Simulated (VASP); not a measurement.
## NbSi (CsCl type): relaxation of cell and atoms with PBE

Crystal: NbSi (CsCl type).

```xyz
2
Lattice="3.0370 0.0000 0.0000 0.0000 3.0370 0.0000 0.0000 0.0000 3.0370" Properties=species:S:1:pos:R:3 pbc="T T T"
Nb    0.0000    0.0000    0.0000
Si    1.5185    1.5185    1.5185
```

```yaml
Program: VASP 6.6.1
Task: relaxation of cell and atoms
Functional: PBE
Potentials_or_basis: VASP PAW PBE potentials, release 64 (Nb_sv, Si)
Cutoff: 500 eV
k_mesh: 13 × 13 × 13
Occupations: fermi-dirac, width 0.1 eV
Spin: no spin polarisation
Target_pressure: 25 GPa
Dipole_correction: no
Further_INCAR_settings: ALGO = Normal; EDIFF = 1e-07; IBRION = 2; EDIFFG = -0.005; NSW = 32; ISIF = 3
```

| Property | Result |
| --- | --- |
| Relaxed volume | 13.99 Å³/atom |
| Relaxed cell | a = 3.036 Å, b = 3.036 Å, c = 3.036 Å, α = 90.00°, β = 90.00°, γ = 90.00° |
| Space group after relaxing (to 0.05 Å) | Pm-3m (No. 221) |
| Energy change on relaxing (the enthalpy is what falls) | +2.8 meV/atom |
| Ionic steps | 3 |
| Pressure after relaxing | 25.0 GPa |

The path:
```tsv
step	energy change (eV)	largest force (eV/Å)	pressure (GPa)	volume (Å³)
1	0.0000	0.0000	24.66	28.01
2	0.0190	0.0000	25.82	27.89
3	0.0057	0.0000	25.01	27.97
```

Final structure:
```cif
data_structure
_symmetry_space_group_name_H-M 'P 1'
_symmetry_Int_Tables_number 1
_cell_length_a 3.0356
_cell_length_b 3.0356
_cell_length_c 3.0356
_cell_angle_alpha 90.000
_cell_angle_beta 90.000
_cell_angle_gamma 90.000
_cell_volume 27.97
loop_
_atom_site_label
_atom_site_type_symbol
_atom_site_fract_x
_atom_site_fract_y
_atom_site_fract_z
_atom_site_occupancy
Nb1 Nb 0.00000 0.00000 0.00000 1
Si1 Si 0.50000 0.50000 0.50000 1
```

Levels at points of the mesh, in eV from the Fermi level:
```tsv
k point	band 5	band 6	band 7	band 8	band 9	band 10	band 11	band 12
(0.00, 0.00, 0.00)	-11.73	-3.19	-3.19	2.56	2.56	2.56	2.85	2.85
```

It took 20 s on 1 thread of Intel(R) Xeon(R) 6975P-C (Granite Rapids), on a shared host, peak memory 0.15 GiB.

Caveat: the cell is relaxed towards a set pressure, so the enthalpy falls and the energy may rise.
